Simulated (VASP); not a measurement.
A run of VASP 6.6.1:

POSCAR

```
Sb
1.0
    2.3461090364      0.0000000000      0.0000000000
    0.0000000000      2.3461090364      0.0000000000
    0.0000000000      0.0000000000      2.3461090364
Sb
1
Direct
    0.0000000000      0.0000000000      0.0000000000
```

Contents of INCAR.step1:

```
SYSTEM = Sb
  ALGO = Normal
  EDIFF = 1E-6
  ENCUT = 520
  GGA = PS
  ISIF = 2
  ISMEAR = -1
  LASPH = .True.
  LCHARG = .True.
  LREAL = .False.
  LWAVE = .False.
  NBANDS = 8
  NELM = 60
  PREC = Accurate
  SIGMA = 0.05
```

File KPOINTS.step1:

```
k-points
0
Gamma
  14 14 14
  0 0 0
```

File INCAR.step2:

```
SYSTEM = Sb
  ALGO = Normal
  EDIFF = 1E-6
  ENCUT = 520
  GGA = PS
  ICHARG = 11
  ISIF = 2
  ISMEAR = -5
  LASPH = .True.
  LCHARG = .False.
  LORBIT = 11
  LREAL = .False.
  LWAVE = .False.
  NBANDS = 8
  NEDOS = 2001
  NELM = 60
  PREC = Accurate
  SIGMA = 0.05
```

KPOINTS.step2

```
k-points
0
Gamma
  21 21 21
  0 0 0
```

Potentials or basis: VASP PAW PBE potentials, release 64 (Sb).

Launch:

```bash
$ cat potpaw_PBE.64/Sb/POTCAR > POTCAR
$ cp INCAR.step1 INCAR
$ cp KPOINTS.step1 KPOINTS
$ mpirun -np 1 vasp_std > vasp.out
$ cp INCAR.step2 INCAR
$ cp KPOINTS.step2 KPOINTS
$ mpirun -np 1 vasp_std > vasp.out
```

Hardware: 1 thread of AMD EPYC 9R45 96-Core Processor (Zen 5), with other jobs on the host.

**Question.** How long does it take, and how much memory?

**Answer.** Run time: 11 s on 1 thread of AMD EPYC 9R45 96-Core Processor (Zen 5), with other jobs on the host, peak memory 0.11 GiB. Counts: k points 286.
